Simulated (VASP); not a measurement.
# BN (P6_3/mmc) in VASP: a series of runs

The runs below take BN through single point, with r2SCAN+D4.

Program: VASP 6.6.1. These are calculated values, not measurements. Logs are shortened: lines on timing, memory, paths and dates and some standing lists are left out, and cuts for length are marked.

## Step 1: The cell of the first run

It takes space group P6_3/mmc (No. 194, hexagonal). The conventional cell has a = 2.464 Å, b = 2.464 Å, c = 6.546 Å, α = 90.00°, β = 90.00°, γ = 120.00°. N (site symmetry -6m2) has 3 B at 1.42 Å within 1.9 Å. Within 1.9 Å of B (site symmetry -6m2) lie 3 N at 1.42 Å.

## Step 2: Single point, r2SCAN+D4

File POSCAR:

```
BN
1.0
    2.4644758610      0.0000000000      0.0000000000
   -1.2322379305      2.1342987027      0.0000000000
    0.0000000000      0.0000000000      6.5460173847
N B
2 2
Direct
    0.6666666667      0.3333333333      0.2500000000
    0.3333333333      0.6666666667      0.7500000000
    0.6666666667      0.3333333333      0.7500000000
    0.3333333333      0.6666666667      0.2500000000
```

File INCAR.step1:

```
PREC = Accurate
ENCUT = 520
ISMEAR = -1
SIGMA = 0.05
LREAL = False
LASPH = True
NELM = 60
NBANDS = 16
GGA = PE
ALGO = Normal
EDIFF = 1E-4
LWAVE = True
LCHARG = False
```

File INCAR.step2:

```
PREC = Accurate
ENCUT = 520
EDIFF = 1E-6
ISMEAR = -1
SIGMA = 0.05
LREAL = False
LASPH = True
NELM = 60
ALGO = Normal
ISIF = 2
LWAVE = False
LCHARG = False
METAGGA = R2SCAN
LMIXTAU = True
IVDW = 13
VDW_S6 = 1.0
VDW_S8 = 0.6018749
VDW_A1 = 0.51559235
VDW_A2 = 5.77342911
NBANDS = 16
ISTART = 1
```

File KPOINTS:

```
Automatic mesh
0
Gamma
  12 12 4
```

Potentials or basis: VASP PAW PBE potentials, release 64 (N, B).

Run with:

```sh
$ cat potpaw_PBE.64/N/POTCAR potpaw_PBE.64/B/POTCAR > POTCAR
$ cp INCAR.step1 INCAR
$ mpirun -np 1 vasp_std > vasp.out
$ cp INCAR.step2 INCAR
$ mpirun -np 1 vasp_std > vasp.out
```

OUTCAR:

```text
PREC = Accurate
   ENCUT = 520
   EDIFF = 1E-6
   ISMEAR = -1
   LREAL = False
   LASPH = True
   NELM = 60
   ISIF = 2
   METAGGA = R2SCAN
   IVDW = 13
   ISTART = 1

 ion  position               nearest neighbor table
   1  0.667  0.333  0.250-   4 1.42   4 1.42   4 1.42
   2  0.333  0.667  0.750-   3 1.42   3 1.42   3 1.42
   3  0.667  0.333  0.750-   2 1.42   2 1.42   2 1.42
   4  0.333  0.667  0.250-   1 1.42   1 1.42   1 1.42

  LATTYP: Found a hexagonal cell.
 ALAT       =     2.4644758610
 C/A-ratio  =     2.6561499296

  Lattice vectors:

 A1 = (   2.4644758610,   0.0000000000,   0.0000000000)
 A2 = (  -1.2322379305,   2.1342987027,   0.0000000000)
 A3 = (   0.0000000000,   0.0000000000,   6.5460173847)

Analysis of symmetry for initial positions (statically):
=====================================================================
 Subroutine PRICEL returns:
 Original cell was already a primitive cell.

 Routine SETGRP: Setting up the symmetry group for a
 hexagonal supercell.

 Subroutine GETGRP returns: Found 24 space group operations
 (whereof 12 operations were pure point group operations)
 out of a pool of 24 trial point group operations.

The static configuration has the point symmetry D_3d.
 The point group associated with its full space group is D_6h.

Analysis of symmetry for dynamics (positions and initial velocities):
=====================================================================
 Subroutine PRICEL returns:
 Original cell was already a primitive cell.

 Routine SETGRP: Setting up the symmetry group for a
 hexagonal supercell.

 Subroutine GETGRP returns: Found 24 space group operations
 (whereof 12 operations were pure point group operations)
 out of a pool of 24 trial point group operations.

The dynamic configuration has the point symmetry D_3d.
 The point group associated with its full space group is D_6h.

 Subroutine INISYM returns: Found 24 space group operations
 (whereof 12 operations are pure point group operations),
 and found     1 'primitive' translations

----------------------------------------------------------------------------------------

                                     Primitive cell

  volume of cell :      34.4316

  direct lattice vectors                    reciprocal lattice vectors
     2.464475861  0.000000000  0.000000000     0.405765792  0.234268989  0.000000000
    -1.232237930  2.134298703  0.000000000     0.000000000  0.468537979  0.000000000
     0.000000000  0.000000000  6.546017385     0.000000000  0.000000000  0.152764642

  length of vectors
     2.464475861  2.464475861  6.546017385     0.468537979  0.468537979  0.152764642

  position of ions in fractional coordinates (direct lattice)
     0.666666667  0.333333333  0.250000000
     0.333333333  0.666666667  0.750000000
     0.666666667  0.333333333  0.750000000
     0.333333333  0.666666667  0.250000000

  ion indices of the primitive-cell ions
   primitive index   ion index
                 1           1
                 2           2
                 3           3
                 4           4

----------------------------------------------------------------------------------------

 KPOINTS: Automatic mesh

Automatic generation of k-mesh.
 Grid dimensions read from file:
 generate k-points for:   12   12    4

 Generating k-lattice:

  Cartesian coordinates                     Fractional coordinates (reciprocal lattice)
     0.033813816  0.019522416  0.000000000     0.083333333  0.000000000  0.000000000
     0.000000000  0.039044832  0.000000000     0.000000000  0.083333333  0.000000000
     0.000000000  0.000000000  0.038191160     0.000000000  0.000000000  0.250000000

  Length of vectors
     0.039044832  0.039044832  0.038191160

  Shift w.r.t. Gamma in fractional coordinates (k-lattice)
     0.000000000  0.000000000  0.000000000

 Subroutine IBZKPT returns following result:
 ===========================================

 Found     57 irreducible k-points:

 Following reciprocal coordinates:
            Coordinates               Weight
  0.000000  0.000000  0.000000      1.000000
  0.083333  0.000000  0.000000      6.000000
  0.166667  0.000000  0.000000      6.000000
  0.250000 -0.000000  0.000000      6.000000
  0.333333  0.000000  0.000000      6.000000
  0.416667  0.000000  0.000000      6.000000
[... 16 lines left out ...]
  0.250000 -0.000000  0.250000     12.000000
  0.333333  0.000000  0.250000     12.000000
 [... further k-points ...]
   k-points           NKPTS =     57   k-points in BZ     NKDIM =     57   number of bands    NBANDS=     16
   number of dos      NEDOS =    301   number of ions     NIONS =      4
   total plane-waves  NPLWV =  16200
   dimension x,y,z NGX =    18 NGY =   18 NGZ =   50
   dimension x,y,z NGXF=    36 NGYF=   36 NGZF=  100
   ions per type =               2   2
   NGX,Y,Z   is equivalent  to a cutoff of  12.14, 12.14, 12.70 a.u.
   NGXF,Y,Z  is equivalent  to a cutoff of  24.28, 24.28, 25.40 a.u.
 SYSTEM =  unknown system
   PREC   = accura    normal or accurate (medium, high low for compatibility)
   ISTART =      1    job   : 0-new  1-cont  2-samecut
   ICHARG =      0    charge: 1-file 2-atom 10-const
   ISPIN  =      1    spin polarized calculation?
   LNONCOLLINEAR =      F non collinear calculations
   LSORBIT =      F    spin-orbit coupling
   LASPH  =      T    aspherical Exc in radial PAW
   ENCUT  =  520.0 eV  38.22 Ry    6.18 a.u.   4.58  4.58 12.17*2*pi/ulx,y,z
   NELM   =     60;   NELMIN=  2; NELMDL=  0     # of ELM steps
   EDIFF  = 0.1E-05   stopping-criterion for ELM
   LREAL  =      F    real-space projection
   EDIFFG = 0.1E-04   stopping-criterion for IOM
   NSW    =      0    number of steps for IOM
   IBRION =     -1    ionic relax: 0-MD 1-quasi-New 2-CG
   NFREE  =      0    steps in history (QN), initial steepest desc. (CG)
   ISIF   =      2    stress and relaxation
   ISYM   =      2    0-nonsym 1-usesym 2-fastsym
   POTIM  = 0.5000    time-step for ionic-motion
   TEBEG  =    0.0;   TEEND  =   0.0 temperature during run
   PSTRESS=    0.0 pullay stress
   NELECT =      16.0000    total number of electrons
   NUPDOWN=      -1.0000    fix difference up-down
   EMIN   =  10.00;   EMAX   =-10.00  energy-range for DOS
   EFERMI =   0.00;   METHOD = LEGACY
   ISMEAR =    -1;   SIGMA  =   0.05  broadening in eV -4-tet -1-fermi 0-gaus
   EFERMI_NEDOS =   21; number of points for ismear=-14 and -15
   IALGO  =     38    algorithm
   IMIX   =      4    mixing-type and parameters
     AMIX     =   0.40;   BMIX     =  1.00
     AMIX_MAG =   1.60;   BMIX_MAG =  1.00
  volume/ion in A,a.u.               =       8.61        58.09
  Fermi-wavevector in a.u.,A,eV,Ry     =   1.268029  2.396227 21.876774  1.607898
  Thomas-Fermi vector in A             =   2.401146
   LORBIT       =      0    0 simple, 1 ext, 2 COOP (PROOUT), +10 PAW based schemes
   METAGGA = R2SCAN    functional components
   LHFCALC =     F    Hartree Fock is set to
   AEXX    =    0.0000 exact exchange contribution
   IVDW    =    13    specifies the selected vdW correction
   LEPSILON=     F    determine dielectric tensor
   LRPA    =     F    only Hartree local field effects (RPA)
 non-spin polarized calculation
  energy-cutoff  :      520.00
  volume of cell :       34.43
 maximum number of plane-waves:       946
   NGX =  9   NGY =  9   NGZ = 25

 number of electron      15.9999998 magnetization

 Free energy of the ion-electron system (eV)
  ---------------------------------------------------
  ext. energy  EPLUGINS =         0.00000000
  ---------------------------------------------------
  free energy    TOTEN  =       -38.52733756 eV

  energy without entropy =      -38.52733756  energy(sigma->0) =      -38.52733756

 E-fermi :   3.5001     XC(G=0): -10.9434

 val. band max:        2.3362890515   @ k =   0.3333   0.3333   0.5000
 cond. band min:       7.2735059190   @ k =   0.5000  -0.0000   0.0000
 fundamental gap:      4.9372168675
 Fermi energy:         3.5001282047

 k-point     1 :       0.0000    0.0000    0.0000
  band No.  band energies     occupation
      1     -16.7655      2.00000
      2     -16.4465      2.00000
      3      -4.3440      2.00000
      4      -2.0364      2.00000
      5       1.0397      2.00000
      6       1.0397      2.00000
[... 8 lines left out ...]
     15      16.3259      0.00000
     16      17.2761      0.00000

 k-point     2 :       0.0833    0.0000    0.0000
  band No.  band energies     occupation
      1     -16.6188      2.00000
      2     -16.3046      2.00000
      3      -4.1423      2.00000
      4      -1.8543      2.00000
      5       0.4402      2.00000
      6       0.4782      2.00000
[... 8 lines left out ...]
     15      16.6722      0.00000
     16      16.7835      0.00000

 k-point     3 :       0.1667    0.0000    0.0000
  band No.  band energies     occupation
      1     -16.1864      2.00000
      2     -15.8872      2.00000
      3      -3.5446      2.00000
      4      -1.3197      2.00000
      5      -1.0847      2.00000
      6      -1.0380      2.00000
[... 8 lines left out ...]
     15      17.6063      0.00000
     16      17.9308      0.00000

 k-point     4 :       0.2500   -0.0000    0.0000
  band No.  band energies     occupation
      1     -15.4973      2.00000
      2     -15.2244      2.00000
      3      -3.0255      2.00000
      4      -2.9559      2.00000
      5      -2.5778      2.00000
      6      -0.7399      2.00000
[... 8 lines left out ...]
     15      19.1983      0.00000
     16      19.9957      0.00000

 k-point     5 :       0.3333    0.0000    0.0000
  band No.  band energies     occupation
      1     -14.6236      2.00000
      2     -14.3938      2.00000
      3      -4.9590      2.00000
      4      -4.8681      2.00000
      5      -1.4262      2.00000
      6      -1.3577      2.00000
[... 8 lines left out ...]
     15      19.6201      0.00000
     16      22.8249      0.00000

 k-point     6 :       0.4167    0.0000    0.0000
  band No.  band energies     occupation
      1     -13.7504      2.00000
      2     -13.5935      2.00000
      3      -6.4963      2.00000
      4      -6.4064      2.00000
      5      -1.8758      2.00000
      6      -1.8043      2.00000
[... 8 lines left out ...]
     15      18.9102      0.00000
     16      22.8699      0.00000
[... 267 lines left out ...]
 k-point    21 :       0.0833    0.0000    0.2500
  band No.  band energies     occupation
      1     -16.5752      2.00000
      2     -16.3533      2.00000
      3      -3.8641      2.00000
      4      -2.2699      2.00000
      5       0.4473      2.00000
      6       0.4757      2.00000
[... 8 lines left out ...]
     15      16.7040      0.00000
     16      16.7980      0.00000

 k-point    22 :       0.1667    0.0000    0.2500
  band No.  band energies     occupation
      1     -16.1448      2.00000
      2     -15.9334      2.00000
      3      -3.2757      2.00000
      4      -1.7381      2.00000
      5      -1.0716      2.00000
      6      -1.0234      2.00000
[... 8 lines left out ...]
     15      17.4923      0.00000
     16      17.5860      0.00000

 k-point    23 :       0.2500   -0.0000    0.2500
  band No.  band energies     occupation
      1     -15.4592      2.00000
      2     -15.2663      2.00000
      3      -3.0336      2.00000
      4      -2.9739      2.00000
      5      -2.2965      2.00000
      6      -0.8363      2.00000
[... 8 lines left out ...]
     15      20.0135      0.00000
     16      20.1080      0.00000

 k-point    24 :       0.3333    0.0000    0.2500
  band No.  band energies     occupation
      1     -14.5912      2.00000
      2     -14.4287      2.00000
      3      -4.9497      2.00000
      4      -4.8849      2.00000
      5      -1.4164      2.00000
      6      -1.3679      2.00000
[... 8 lines left out ...]
     15      20.7594      0.00000
     16      22.8927      0.00000

 [... further k-points ...]

------------------------ aborting loop because EDIFF is reached ----------------------------------------

  DFT-D4 for vdW energy calculation

  Edisp (eV):   -0.28583

  FORCE on cell =-STRESS in cart. coord.  units (eV):
  Direction    XX          YY          ZZ          XY          YZ          ZX
  --------------------------------------------------------------------------------------
  -------------------------------------------------------------------------------------
  Total       3.73702     3.73702    -0.00516     0.00000    -0.00000     0.00000
  in kB     173.89173   173.89173    -0.24008     0.00000    -0.00000     0.00000
  external pressure =      115.85 kB  Pullay stress =        0.00 kB

 VOLUME and BASIS-vectors are now :
 -----------------------------------------------------------------------------
  energy-cutoff  :      520.00
  volume of cell :       34.43
      direct lattice vectors                 reciprocal lattice vectors
     2.464475861  0.000000000  0.000000000     0.405765792  0.234268989  0.000000000
    -1.232237930  2.134298703  0.000000000     0.000000000  0.468537979  0.000000000
     0.000000000  0.000000000  6.546017385     0.000000000  0.000000000  0.152764642

 POSITION                                       TOTAL-FORCE (eV/Angst)
 -----------------------------------------------------------------------------------
      1.23224      0.71143      1.63650        -0.000000      0.000000     -0.000000
     -0.00000      1.42287      4.90951         0.000000      0.000000      0.000000
      1.23224      0.71143      4.90951        -0.000000      0.000000      0.000000
     -0.00000      1.42287      1.63650         0.000000     -0.000000      0.000000
 -----------------------------------------------------------------------------------
    total drift:                               -0.000000      0.000000      0.000000

  FREE ENERGIE OF THE ION-ELECTRON SYSTEM (eV)
  ---------------------------------------------------
  free  energy   TOTEN  =       -38.8131710050 eV

  energy  without entropy=      -38.8131710050  energy(sigma->0) =      -38.81317100
```

Run time: 68 s. Hardware: 1 thread of Intel Xeon Platinum 8488C (Sapphire Rapids), shared host; peak memory 0.16 GiB.

Results:

* Free energy: -38.8132 eV
* Pressure: 11.6 GPa
* Band gap on the k mesh: 4.94 eV, indirect (least direct gap 5.39 eV)
* Dispersion energy per atom: -0.071 eV

Stress tensor (GPa, compression positive):
```
17.39  0.00  0.00
 0.00 17.39  0.00
 0.00  0.00 -0.02
```

Caveat: the PAW data sets were made with another functional, which shifts forces and pressure a little.

## Step 3: Single point, r2SCAN+D4

This run uses another cell than the first one, of 8.79 Å³/atom, 1.021 times its volume.

File POSCAR:

```
BN
1.0
    2.4814727834      0.0000000000      0.0000000000
   -1.2407363917      2.1490184693      0.0000000000
    0.0000000000      0.0000000000      6.5911637588
N B
2 2
Direct
    0.6666666667      0.3333333333      0.2500000000
    0.3333333333      0.6666666667      0.7500000000
    0.6666666667      0.3333333333      0.7500000000
    0.3333333333      0.6666666667      0.2500000000
```

File INCAR.step1:

```
ALGO = Normal
EDIFF = 1E-4
ENCUT = 520
GGA = PE
ISMEAR = -1
LASPH = T
LCHARG = F
LREAL = F
LWAVE = T
NBANDS = 16
NELM = 100
PREC = Accurate
SIGMA = 0.05
```

File INCAR.step2:

```
ALGO = Normal
EDIFF = 1E-7
ENCUT = 520
ISIF = 2
ISMEAR = -1
ISTART = 1
IVDW = 13
LASPH = T
LCHARG = T
LELF = T
LMIXTAU = T
LREAL = F
LVHAR = T
LWAVE = F
METAGGA = R2SCAN
NBANDS = 16
NELM = 100
PREC = Accurate
SIGMA = 0.05
VDW_A1 = 0.51559235
VDW_A2 = 5.77342911
VDW_S6 = 1.0
VDW_S8 = 0.6018749
```

File KPOINTS:

```
k-points
0
Gamma
  12 12 4
```

Potentials or basis: VASP PAW PBE potentials, release 64 (N, B).

Run with:

```sh
$ cat potpaw_PBE.64/N/POTCAR potpaw_PBE.64/B/POTCAR > POTCAR
$ cp INCAR.step1 INCAR
$ mpirun -np 1 vasp_std > vasp.out
$ cp INCAR.step2 INCAR
$ mpirun -np 1 vasp_std > vasp.out
```

Wall time 84 s (1 thread of Intel Xeon Platinum 8488C (Sapphire Rapids), shared host); peak memory 0.16 GiB.

The run converged. Its results:

```
Free energy                : -38.8530 eV
Pressure                   : 5.8 GPa
Band gap on the k mesh     : 4.91 eV, indirect (least direct gap 5.35 eV)
Dispersion energy per atom : -0.070 eV
```

Stress tensor (GPa, compression positive):
```
 8.83  0.00  0.00
 0.00  8.83  0.00
 0.00  0.00 -0.25
```

Levels at points of the mesh, in eV from the valence-band top:
```tsv
k point	band 6	band 7	band 8	band 9	band 10	band 11
(0.00, 0.00, 0.00)	-1.32	-1.28	-1.28	5.69	11.28	12.53
(0.50, 0.00, 0.00)	-4.26	-1.49	-0.44	4.91	6.43	10.47
(0.00, 0.00, 0.50)	-1.30	-1.30	-1.30	8.26	8.26	12.59
(0.50, 0.00, 0.50)	-4.30	-0.94	-0.94	5.40	5.40	10.93
```

Caveat: the PAW data sets were made with another functional, which shifts forces and pressure a little. A k mesh can miss the band edges.
